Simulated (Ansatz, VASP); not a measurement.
**MgI2 in VASP and in Ansatz**

The input INCAR:

```
SYSTEM = MgI2
PREC     = Accurate       ! precision mode
ENCUT    = 520            ! plane-wave cutoff, eV
EDIFF    = 1E-7           ! SCF threshold, eV
ISMEAR   = 0              ! smearing method
SIGMA    = 0.02           ! smearing width, eV
LREAL    = .False.        ! projectors in reciprocal space
LASPH    = .True.         ! aspherical terms in the spheres
NELM     = 60             ! most SCF steps
ALGO     = Normal         ! electronic algorithm
ISIF     = 2              ! what is computed and relaxed
LWAVE    = .False.        ! write WAVECAR
LCHARG   = .True.         ! write CHGCAR
GGA      = PE             ! functional
LELF     = .True.         ! ELF
LVHAR    = .True.       
NBANDS   = 25             ! bands
```

File KPOINTS:

```
regular mesh
0
Gamma
  6 6 2
  0 0 0
```

File POSCAR:

```
MgI2
1.0
    4.3991690318     -0.0013712835      0.0392548442
   -0.0008615094      4.4003792094      0.0534388062
    0.9911641025      1.4009555164     16.0201375129
Mg I
2 4
Direct
    0.4049756781      0.6409241268      0.7464402422
    0.5950243219      0.3590758732      0.2535597578
    0.8778147816      0.6030622061      0.8517606209
    0.1221852184      0.3969377939      0.1482393791
    0.4318184040      0.1790736451      0.6411621643
    0.5681815960      0.8209263549      0.3588378357
```

Input for Ansatz:

```yaml
crystal:
  lattice:
    - [4.3991690318, -0.0013712835, 0.0392548442]
    - [-0.0008615094, 4.4003792094, 0.0534388062]
    - [0.9911641025, 1.4009555164, 16.0201375129]
  atoms:
    - { symbol: Mg, position: [0.4049756781, 0.6409241268, 0.7464402422] }
    - { symbol: Mg, position: [0.5950243219, 0.3590758732, 0.2535597578] }
    - { symbol: I, position: [0.8778147816, 0.6030622061, 0.8517606209] }
    - { symbol: I, position: [0.1221852184, 0.3969377939, 0.1482393791] }
    - { symbol: I, position: [0.431818404, 0.1790736451, 0.6411621643] }
    - { symbol: I, position: [0.568181596, 0.8209263549, 0.3588378357] }
basis:
  ecutwfc: 420
kpoints:
  mp_grid: { grid: [6, 6, 2] }
  band_path:
    path:
      - [[0.0, 0.0, 0.0], [-0.5, 0.0, 0.0]]
      - [[0.0, -0.5, 0.0], [0.0, 0.0, 0.0], [0.0, 0.0, 0.5]]
      - [[0.5, 0.5, 0.5], [0.0, 0.0, 0.0], [0.0, 0.5, 0.5]]
      - [[0.5, 0.0, 0.5], [0.0, 0.0, 0.0], [-0.5, 0.5, 0.0]]
    npoints: 14
hamiltonian:
  xc: pbe
scf:
  occupations: { method: gaussian, width: 0.02 }
  n_extra_bands: 15
output:
  forces: true
  stress: true
  eigenvalues: true
  populations: true
  dos: { projected: true, de: 0.02, nscf_kmesh: { grid: [9, 9, 3] } }
  bader: true
```

Alike in both runs: task single point; functional PBE; k mesh 6 × 6 × 2; occupations gaussian, width 0.02 eV; no spin polarisation.

```csv
,VASP,Ansatz
version,VASP 6.6.1,Ansatz 0.2.0
potentials or method,"VASP PAW PBE potentials, release 64 (Mg, I), cutoff 520 eV","scalar-relativistic, plane waves, PAW"
valence electrons in the cell,32,88
```

```tsv
	VASP	Ansatz	Ansatz less VASP
gap on the k mesh at the Fermi level (eV)	3.33	3.34	+0.009
least direct gap on the mesh (eV)	3.47	3.48	+0.010
pressure (GPa)	0.0	0.0	+0.02
rms of the force components (eV/Å)	0.004	0.001	-0.0031
```

Atom by atom the forces differ by 0.003 eV/Å (rms over components). VASP's potentials hold 32 valence electrons a cell and Ansatz's 88, so a difference there can come from the potentials and not from the codes.

Spin-orbit coupling is off throughout.
